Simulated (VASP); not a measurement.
# In3As (Pm-3m) in VASP: notebook, part 2 of 2

VASP 6.6.1.

## 4. Relaxation of cell and atoms, PBE

INCAR

```
SYSTEM = In3As
PREC = Accurate ; ENCUT = 600
EDIFF = 1E-6 ; ISMEAR = 0
SIGMA = 0.1 ; LREAL = .False.
LASPH = .True. ; NELM = 80
ALGO = Fast ; ISIF = 3
LWAVE = .False. ; LCHARG = .False.
GGA = PE ; IBRION = 2
NSW = 100 ; EDIFFG = -0.01
```

KPOINTS

```
regular mesh
0
Gamma
  10 10 10
  0 0 0
```

POSCAR

```
In3As
1.0
    4.6716810000      0.0000000000      0.0000000000
    0.0000000000      4.6716810000      0.0000000000
    0.0000000000      0.0000000000      4.6716810000
In As
3 1
Direct
    0.0000000000      0.5000000000      0.5000000000
    0.5000000000      0.0000000000      0.5000000000
    0.5000000000      0.5000000000      0.0000000000
    0.0000000000      0.0000000000      0.0000000000
```

Potentials or basis: VASP PAW PBE potentials, release 64 (In_d, As).

Started as:

```
> cat potpaw_PBE.64/In_d/POTCAR potpaw_PBE.64/As/POTCAR > POTCAR
> mpirun -np 1 vasp_std > vasp.out
```

OUTCAR:

```text
SYSTEM = In3As
   PREC = Accurate
   ENCUT = 600
   EDIFF = 1E-6
   ISMEAR = 0
   LREAL = .False.
   LASPH = .True.
   NELM = 80
   ISIF = 3
   GGA = PE
   IBRION = 2
   NSW = 100
   EDIFFG = -0.01

 ion  position               nearest neighbor table
   1  0.000  0.500  0.500-   2 3.30   3 3.30   4 3.30   3 3.30   4 3.30   2 3.30   4 3.30   4 3.30
                             2 3.30   3 3.30   3 3.30   2 3.30
   2  0.500  0.000  0.500-   1 3.30   3 3.30   4 3.30   3 3.30   4 3.30   1 3.30   3 3.30   3 3.30
                             1 3.30   4 3.30   4 3.30   1 3.30
   3  0.500  0.500  0.000-   1 3.30   2 3.30   4 3.30   1 3.30   2 3.30   2 3.30   4 3.30   2 3.30
                             1 3.30   4 3.30   1 3.30   4 3.30
   4  0.000  0.000  0.000-   1 3.30   2 3.30   3 3.30   1 3.30   2 3.30   1 3.30   3 3.30   1 3.30
                             2 3.30   3 3.30   2 3.30   3 3.30

  LATTYP: Found a simple cubic cell.
 ALAT       =     4.6716810000

  Lattice vectors:

 A1 = (   4.6716810000,   0.0000000000,   0.0000000000)
 A2 = (   0.0000000000,   4.6716810000,   0.0000000000)
 A3 = (   0.0000000000,   0.0000000000,   4.6716810000)

Analysis of symmetry for initial positions (statically):
[... 225 lines left out ...]

  energy without entropy =      -12.02757680  energy(sigma->0) =      -12.03446267

 E-fermi :   6.5214     XC(G=0): -10.1030

 val. band max:        6.5174574046   @ k =   0.5000   0.0000   0.0000
 cond. band min:       6.5607888067   @ k =   0.5000   0.0000   0.0000
 fundamental gap:      0.0433314021
 Fermi energy:         6.5213675595

 k-point     1 :       0.0000    0.0000    0.0000
  band No.  band energies     occupation
      1      -8.1438      2.00000
      2      -8.1335      2.00000
      3      -8.1335      2.00000
      4      -8.1335      2.00000
      5      -7.9664      2.00000
      6      -7.9664      2.00000
[... 685 lines left out ...]
     25       9.2413      0.00000
     26       9.3605      0.00000

 [... further k-points ...]
[... 5 lines left out ...]
  --------------------------------------------------------------------------------------
  -------------------------------------------------------------------------------------
  Total        0.0183859      0.0183859      0.0183859     -0.0000000      0.0000000     -0.0000000
  in kB        0.2864605      0.2864605      0.2864605     -0.0000000      0.0000000     -0.0000000
  external PRESSURE =       0.2864605 kB  Pullay stress =       0.0000000 kB

 VOLUME and BASIS-vectors are now :
 -----------------------------------------------------------------------------
  energy-cutoff  :      600.00
  volume of cell :      102.83
      direct lattice vectors                 reciprocal lattice vectors
     4.685006821 -0.000000000  0.000000000     0.213446861 -0.000000000 -0.000000000
     0.000000000  4.685006821 -0.000000000     0.000000000  0.213446861 -0.000000000
     0.000000000  0.000000000  4.685006821    -0.000000000  0.000000000  0.213446861

 POSITION                                       TOTAL-FORCE (eV/Angst)
 -----------------------------------------------------------------------------------
      0.00000      2.34250      2.34250        -0.000000     -0.000000      0.000000
      2.34250     -0.00000      2.34250        -0.000000     -0.000000      0.000000
      2.34250      2.34250     -0.00000        -0.000000     -0.000000      0.000000
      0.00000      0.00000      0.00000         0.000000      0.000000      0.000000
 -----------------------------------------------------------------------------------
    total drift:                               -0.000000     -0.000000     -0.000000

  FREE ENERGIE OF THE ION-ELECTRON SYSTEM (eV)
  ---------------------------------------------------
  free  energy   TOTEN  =       -12.0413485379 eV

  energy  without entropy=      -12.0275768028  energy(sigma->0) =      -12.03446267

 reached required accuracy - stopping structural energy minimisation
```

CONTCAR:

```text
In3As
   1.00000000000000
     4.6850068208232027   -0.0000000000000000    0.0000000000000000
     0.0000000000000000    4.6850068208232027   -0.0000000000000000
     0.0000000000000000    0.0000000000000000    4.6850068208232027
  In              As
     3     1
Direct
     0.0000000000000000    0.5000000000000000    0.5000000000000000
     0.5000000000000000    0.0000000000000000    0.5000000000000000
     0.5000000000000000    0.5000000000000000    0.0000000000000000
     0.0000000000000000    0.0000000000000000    0.0000000000000000

  0.00000000E+00  0.00000000E+00  0.00000000E+00
  0.00000000E+00  0.00000000E+00  0.00000000E+00
  0.00000000E+00  0.00000000E+00  0.00000000E+00
  0.00000000E+00  0.00000000E+00  0.00000000E+00
```

Run time: 11 min. Hardware: 1 thread of AMD EPYC 7R13, shared host; peak memory 0.32 GiB.

What came out:

| Item | Value |
| --- | --- |
| Free energy | -12.0413 eV |
| Relaxed volume | 25.71 Å³/atom |
| Relaxed cell | a = 4.685 Å, b = 4.685 Å, c = 4.685 Å, α = 90.00°, β = 90.00°, γ = 90.00° |
| Space group after relaxing (to 0.05 Å) | Pm-3m (No. 221) |
| Energy gained by relaxing | 0.2 meV/atom |
| Ionic steps | 2 |
| Pressure after relaxing | 0.0 GPa |
| Band gap on the k mesh | zero (band 22 reaches 6.99 eV, above the bottom of band 23 at 3.22 eV) |

The path:
```csv
step,energy change (eV),largest force (eV/Å),pressure (GPa),volume (Å³)
1,0.0000,0.0000,0.37,101.96
2,-0.0009,0.0000,0.03,102.83
```

Final structure:
```yaml
crystal:
  lattice:
    - [4.68501, 0.00000, 0.00000]
    - [0.00000, 4.68501, 0.00000]
    - [0.00000, 0.00000, 4.68501]
  atoms:
    - { symbol: In, position: [0.00000, 0.50000, 0.50000] }
    - { symbol: In, position: [0.50000, 0.00000, 0.50000] }
    - { symbol: In, position: [0.50000, 0.50000, 0.00000] }
    - { symbol: As, position: [0.00000, 0.00000, 0.00000] }
```

Caveat: spin-orbit coupling is left out, which moves the levels of the heavy elements.

## 5. Overview

| task | cell | k mesh | cutoff (eV) | gap on the mesh (eV) | pressure (GPa) |
| --- | --- | --- | --- | --- | --- |
| single point | a = 4.672 Å, 4 atoms | 4 × 4 × 4 | 520 | none | -0.1 |
| single point | a = 4.684 Å, 4 atoms | 10 × 10 × 10 | 520 | none | 0.0 |
| relaxation of cell and atoms | relaxed from a = 4.672 Å, 4 atoms | 10 × 10 × 10 | 600 | none | 0.0 |

Alike in all rows: level PBE; potentials or basis VASP PAW PBE potentials, release 64 (In_d, As); no spin polarisation; smearing gaussian 0.1 eV.

Caveats: spin-orbit coupling is left out, which moves the levels of the heavy elements.

Total energies depend on the potentials used, so only differences within one code and one set of settings carry meaning.
